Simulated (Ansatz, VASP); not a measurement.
CdS: VASP beside Ansatz

```
Cd S
1.0
     4.16471    0.00000    0.00000
    -2.08235    3.60674    0.00000
     0.00000    0.00000    6.76789
Cd S
2 2
Direct
  0.33333 0.66667 0.00005
  0.66667 0.33333 0.50005
  0.33333 0.66667 0.37695
  0.66667 0.33333 0.87695
```

Alike in both runs: functional r2SCAN; k mesh 9 × 9 × 4; occupations gaussian, width 0.02 eV; no spin polarisation.

Ansatz relaxed the structure, and its values are those at the end. VASP's run is a single point on that final structure, the one shown.

|  | VASP | Ansatz |
| --- | --- | --- |
| version | VASP 6.6.1 | Ansatz 0.2.0 |
| potentials or method | VASP PAW PBE potentials, release 64 (Cd, S), cutoff 520 eV | scalar-relativistic, plane waves, PAW |
| valence electrons in the cell | 36 | 52 |

Ansatz gave:

- gap on the k mesh at the Fermi level (eV): 1.63
- least direct gap on the mesh (eV): 1.63
- pressure (GPa): 0.0

Problem. Estimate VASP's values.

Solution. gap on the k mesh at the Fermi level (eV): 1.63; least direct gap on the mesh (eV): 1.63; pressure (GPa): 0.3.

VASP's potentials were made for PBE, not for r2SCAN. With one functional, cell and mesh, what is left measures potentials, basis and numerics. VASP's potentials hold 36 valence electrons a cell and Ansatz's 52, so a difference there can come from the potentials and not from the codes.
